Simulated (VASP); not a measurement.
# Mo3W (Pm-3m) in VASP: a series of runs, part 2 of 2

VASP 6.6.1. The steps go on from the part before.

### 3 Single point, PBE

This run uses another cell than the first one, of 18.98 Å³/atom.

The input, INCAR:

```
  PREC = Accurate
  ENCUT = 500
  EDIFF = 1E-6
  ISMEAR = 0
  SIGMA = 0.1
  LREAL = F
  LASPH = T
  NELM = 120
  ALGO = Normal
  ISIF = 2
  LWAVE = F
  LCHARG = F
  GGA = PE
  NBANDS = 36
  GGA_COMPAT = F
```

The input, KPOINTS:

```
regular mesh
0
Gamma
  4 4 4
```

The input, POSCAR:

```
Mo3W
1.0
    4.2341878700      0.0000000000      0.0000000000
    0.0000000000      4.2341878700      0.0000000000
    0.0000000000      0.0000000000      4.2341878700
Mo W
3 1
Direct
    0.0000000000      0.5000000000      0.5000000000
    0.5000000000      0.0000000000      0.5000000000
    0.5000000000      0.5000000000      0.0000000000
    0.0000000000      0.0000000000      0.0000000000
```

Potentials or basis: VASP PAW PBE potentials, release 64 (Mo_sv, W_sv).

Command:

```bash
$ cat potpaw_PBE.64/Mo_sv/POTCAR potpaw_PBE.64/W_sv/POTCAR > POTCAR
$ mpirun -np 1 vasp_std > vasp.out
```

OUTCAR:

```text
PREC = Accurate
   ENCUT = 500
   EDIFF = 1E-6
   ISMEAR = 0
   LREAL = F
   LASPH = T
   NELM = 120
   ISIF = 2
   GGA = PE

 ion  position               nearest neighbor table
   1  0.000  0.500  0.500-   2 2.99   3 2.99   4 2.99   3 2.99   4 2.99   2 2.99   4 2.99   4 2.99
                             2 2.99   3 2.99   3 2.99   2 2.99
   2  0.500  0.000  0.500-   1 2.99   3 2.99   4 2.99   3 2.99   4 2.99   1 2.99   3 2.99   3 2.99
                             1 2.99   4 2.99   4 2.99   1 2.99
   3  0.500  0.500  0.000-   1 2.99   2 2.99   4 2.99   1 2.99   2 2.99   2 2.99   4 2.99   2 2.99
                             1 2.99   4 2.99   1 2.99   4 2.99
   4  0.000  0.000  0.000-   1 2.99   2 2.99   3 2.99   1 2.99   2 2.99   1 2.99   3 2.99   1 2.99
                             2 2.99   3 2.99   2 2.99   3 2.99

  LATTYP: Found a simple cubic cell.
 ALAT       =     4.2341878700

  Lattice vectors:

 A1 = (   4.2341878700,   0.0000000000,   0.0000000000)
 A2 = (   0.0000000000,   4.2341878700,   0.0000000000)
 A3 = (   0.0000000000,   0.0000000000,   4.2341878700)

Analysis of symmetry for initial positions (statically):
=====================================================================
 Subroutine PRICEL returns:
 Original cell was already a primitive cell.

 Routine SETGRP: Setting up the symmetry group for a
 simple cubic supercell.

 Subroutine GETGRP returns: Found 48 space group operations
 (whereof 48 operations were pure point group operations)
 out of a pool of 48 trial point group operations.

The static configuration has the point symmetry O_h .

Analysis of symmetry for dynamics (positions and initial velocities):
=====================================================================
 Subroutine PRICEL returns:
 Original cell was already a primitive cell.

 Routine SETGRP: Setting up the symmetry group for a
 simple cubic supercell.

 Subroutine GETGRP returns: Found 48 space group operations
 (whereof 48 operations were pure point group operations)
 out of a pool of 48 trial point group operations.

The dynamic configuration has the point symmetry O_h .

 Subroutine INISYM returns: Found 48 space group operations
 (whereof 48 operations are pure point group operations),
 and found     1 'primitive' translations

----------------------------------------------------------------------------------------

                                     Primitive cell

  volume of cell :      75.9120

  direct lattice vectors                    reciprocal lattice vectors
     4.234187870  0.000000000  0.000000000     0.236172799  0.000000000  0.000000000
     0.000000000  4.234187870  0.000000000     0.000000000  0.236172799  0.000000000
     0.000000000  0.000000000  4.234187870     0.000000000  0.000000000  0.236172799

  length of vectors
     4.234187870  4.234187870  4.234187870     0.236172799  0.236172799  0.236172799

  position of ions in fractional coordinates (direct lattice)
     0.000000000  0.500000000  0.500000000
     0.500000000  0.000000000  0.500000000
     0.500000000  0.500000000  0.000000000
     0.000000000  0.000000000  0.000000000

  ion indices of the primitive-cell ions
   primitive index   ion index
                 1           1
                 2           2
                 3           3
                 4           4

[... 28 lines left out ...]
  0.000000  0.000000  0.000000      1.000000
  0.250000  0.000000  0.000000      6.000000
  0.500000  0.000000  0.000000      3.000000
  0.250000  0.250000  0.000000     12.000000
  0.500000  0.250000  0.000000     12.000000
  0.500000  0.500000  0.000000      3.000000
  0.250000  0.250000  0.250000      8.000000
  0.500000  0.250000  0.250000     12.000000
  0.500000  0.500000  0.250000      6.000000
  0.500000  0.500000  0.500000      1.000000
   k-points           NKPTS =     10   k-points in BZ     NKDIM =     10   number of bands    NBANDS=     36
   number of dos      NEDOS =    301   number of ions     NIONS =      4
   total plane-waves  NPLWV =  32768
   dimension x,y,z NGX =    32 NGY =   32 NGZ =   32
   dimension x,y,z NGXF=    64 NGYF=   64 NGZF=   64
   ions per type =               3   1
   NGX,Y,Z   is equivalent  to a cutoff of  12.56, 12.56, 12.56 a.u.
   NGXF,Y,Z  is equivalent  to a cutoff of  25.13, 25.13, 25.13 a.u.
 SYSTEM =  unknown system
   PREC   = accura    normal or accurate (medium, high low for compatibility)
   ISTART =      0    job   : 0-new  1-cont  2-samecut
   ICHARG =      2    charge: 1-file 2-atom 10-const
   ISPIN  =      1    spin polarized calculation?
   LNONCOLLINEAR =      F non collinear calculations
   LSORBIT =      F    spin-orbit coupling
   LASPH  =      T    aspherical Exc in radial PAW
   ENCUT  =  500.0 eV  36.75 Ry    6.06 a.u.   7.72  7.72  7.72*2*pi/ulx,y,z
   NELM   =    120;   NELMIN=  2; NELMDL= -5     # of ELM steps
   EDIFF  = 0.1E-05   stopping-criterion for ELM
   LREAL  =      F    real-space projection
   EDIFFG = 0.1E-04   stopping-criterion for IOM
   NSW    =      0    number of steps for IOM
   IBRION =     -1    ionic relax: 0-MD 1-quasi-New 2-CG
   NFREE  =      0    steps in history (QN), initial steepest desc. (CG)
   ISIF   =      2    stress and relaxation
   ISYM   =      2    0-nonsym 1-usesym 2-fastsym
   POTIM  = 0.5000    time-step for ionic-motion
   TEBEG  =    0.0;   TEEND  =   0.0 temperature during run
   PSTRESS=    0.0 pullay stress
   NELECT =      56.0000    total number of electrons
   NUPDOWN=      -1.0000    fix difference up-down
   EMIN   =  10.00;   EMAX   =-10.00  energy-range for DOS
   EFERMI =   0.00;   METHOD = LEGACY
   ISMEAR =     0;   SIGMA  =   0.10  broadening in eV -4-tet -1-fermi 0-gaus
   EFERMI_NEDOS =   21; number of points for ismear=-14 and -15
   IALGO  =     38    algorithm
   IMIX   =      4    mixing-type and parameters
     AMIX     =   0.40;   BMIX     =  1.00
     AMIX_MAG =   1.60;   BMIX_MAG =  1.00
  volume/ion in A,a.u.               =      18.98       128.07
  Fermi-wavevector in a.u.,A,eV,Ry     =   1.479224  2.795329 29.770972  2.188105
  Thomas-Fermi vector in A             =   2.593408
   LORBIT       =      0    0 simple, 1 ext, 2 COOP (PROOUT), +10 PAW based schemes
   GGA     = PE    functional components
   LHFCALC =     F    Hartree Fock is set to
   AEXX    =    0.0000 exact exchange contribution
   IVDW    =     0    specifies the selected vdW correction
   LEPSILON=     F    determine dielectric tensor
   LRPA    =     F    only Hartree local field effects (RPA)
 non-spin polarized calculation
 Gauss-broadening in eV      SIGMA  =   0.10
  energy-cutoff  :      500.00
  volume of cell :       75.91
 maximum number of plane-waves:      1956
 NGX is ok and might be reduce to    32
   NGX = 15   NGY = 15   NGZ = 15

 number of electron      56.0000013 magnetization

 Free energy of the ion-electron system (eV)
  ---------------------------------------------------
  ext. energy  EPLUGINS =         0.00000000
  ---------------------------------------------------
  free energy    TOTEN  =       -42.80291699 eV

  energy without entropy =      -42.75965953  energy(sigma->0) =      -42.78128826

 E-fermi :   9.1001     XC(G=0): -12.4034

 val. band max:        9.0567496274   @ k =   0.2500   0.0000   0.0000
 cond. band min:       9.1156448632   @ k =   0.2500   0.2500   0.0000
 fundamental gap:      0.0588952359
 Fermi energy:         9.1000590563

 k-point     1 :       0.0000    0.0000    0.0000
  band No.  band energies     occupation
      1     -64.8013      2.00000
      2     -51.6761      2.00000
      3     -51.5671      2.00000
      4     -51.5671      2.00000
      5     -28.9230      2.00000
      6     -28.9230      2.00000
[... 379 lines left out ...]
     35      12.2931      0.00000
     36      12.6573      0.00000

------------------------ aborting loop because EDIFF is reached ----------------------------------------

  FORCE on cell =-STRESS in cart. coord.  units (eV):
  Direction    XX          YY          ZZ          XY          YZ          ZX
  --------------------------------------------------------------------------------------
  -------------------------------------------------------------------------------------
  Total      -13.2845556    -13.2845556    -13.2845556      0.0000000      0.0000000     -0.0000000
  in kB     -280.3801359   -280.3801359   -280.3801359      0.0000000      0.0000000     -0.0000000
  external PRESSURE =    -280.3801359 kB  Pullay stress =       0.0000000 kB

 VOLUME and BASIS-vectors are now :
 -----------------------------------------------------------------------------
  energy-cutoff  :      500.00
  volume of cell :       75.91
      direct lattice vectors                 reciprocal lattice vectors
     4.234187870  0.000000000  0.000000000     0.236172799  0.000000000  0.000000000
     0.000000000  4.234187870  0.000000000     0.000000000  0.236172799  0.000000000
     0.000000000  0.000000000  4.234187870     0.000000000  0.000000000  0.236172799

 POSITION                                       TOTAL-FORCE (eV/Angst)
 -----------------------------------------------------------------------------------
      0.00000      2.11709      2.11709         0.000000      0.000000      0.000000
      2.11709      0.00000      2.11709         0.000000      0.000000      0.000000
      2.11709      2.11709      0.00000         0.000000      0.000000      0.000000
      0.00000      0.00000      0.00000         0.000000      0.000000      0.000000
 -----------------------------------------------------------------------------------
    total drift:                                0.000000     -0.000000     -0.000000

  FREE ENERGIE OF THE ION-ELECTRON SYSTEM (eV)
  ---------------------------------------------------
  free  energy   TOTEN  =       -42.8029169921 eV

  energy  without entropy=      -42.7596595251  energy(sigma->0) =      -42.78128826
```

It took 14 s on 1 thread of AMD EPYC 9R45 (Zen 5), shared host; peak memory 0.15 GiB.

What came out:

* Free energy: -42.8029 eV
* Pressure: -28.0 GPa
* Band gap on the k mesh: zero (bands 28 and 29 overlap by 1.86 eV)

Caveat: the k points lie up to 0.37 Å⁻¹ apart, too coarse for converged energies and pressures of a metal; spin-orbit coupling is left out, which moves the levels of the heavy elements.
